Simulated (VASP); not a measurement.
Runs of VASP 6.6.1 on Si. The structure is that of space group Fd-3m (No. 227), or close to it. The cells are those of the table. 

```tsv
level	cell	k mesh	smearing	grid for exact exchange (PRECFOCK)	screening parameter	gap on the mesh (eV)	pressure (GPa)	largest force (eV/Å)
PBE	a = 3.847 Å, angles 58.7°, 2 atoms	8 × 8 × 8	fermi-dirac 0.02 eV	-	-	0.42	4.4	0.01
PBE	a = 3.847 Å, angles 58.7°, 2 atoms	4 × 4 × 4	gaussian 0.01 eV	-	-	0.40	5.1	0.01
PBE	a = 3.855 Å, angles 61.2°, 2 atoms	4 × 4 × 4	gaussian 0.01 eV	-	-	0.49	-1.0	-
PBE	a = 3.848 Å, angles 59.4°, 2 atoms	4 × 4 × 4	gaussian 0.01 eV	-	-	0.56	3.4	-
PBE	a = 3.864 Å, angles 62.4°, 2 atoms	4 × 4 × 4	gaussian 0.01 eV	-	-	0.34	(c)	-
PBE	a = 3.852 Å, angles 60.6°, 2 atoms	4 × 4 × 4	gaussian 0.01 eV	-	-	0.59	(a)	-
PBE	a = 3.859 Å, angles 61.8°, 2 atoms	4 × 4 × 4	gaussian 0.01 eV	-	-	0.41	-2.3	-
PBE	a = 3.852 Å, angles 60.6°, 2 atoms	8 × 8 × 8	fermi-dirac 0.02 eV	-	-	0.57	-0.2	0.01
PBE	a = 3.850 Å, angles 60.0°, 2 atoms	4 × 4 × 4	gaussian 0.01 eV	-	-	(d)	1.8	-
PBE	a = 3.848 Å, angles 59.4°, 2 atoms	8 × 8 × 8	fermi-dirac 0.02 eV	-	-	0.55	2.8	0.01
HSE06	a = 3.864 Å, angles 62.4°, 2 atoms	6 × 6 × 6	gaussian 0.01 eV	Normal	0.2079 1/Å	0.92	(b)	-
PBE	a = 3.846 Å, angles 58.1°, 2 atoms	8 × 8 × 8	fermi-dirac 0.02 eV	-	-	0.25	6.2	0.02
```

Alike in all rows: task single point; potentials or basis VASP PAW PBE potentials, release 64 (Si); no spin polarisation; cutoff (eV) 520.

Estimate the missing entries.

(a) 0.4; (b) -5.9; (c) -3.5; (d) 0.71.

Caveats: some runs use coarse meshes; the PAW data sets were made with another functional, which shifts forces and pressure a little (some runs).

A k mesh can miss the band edges.
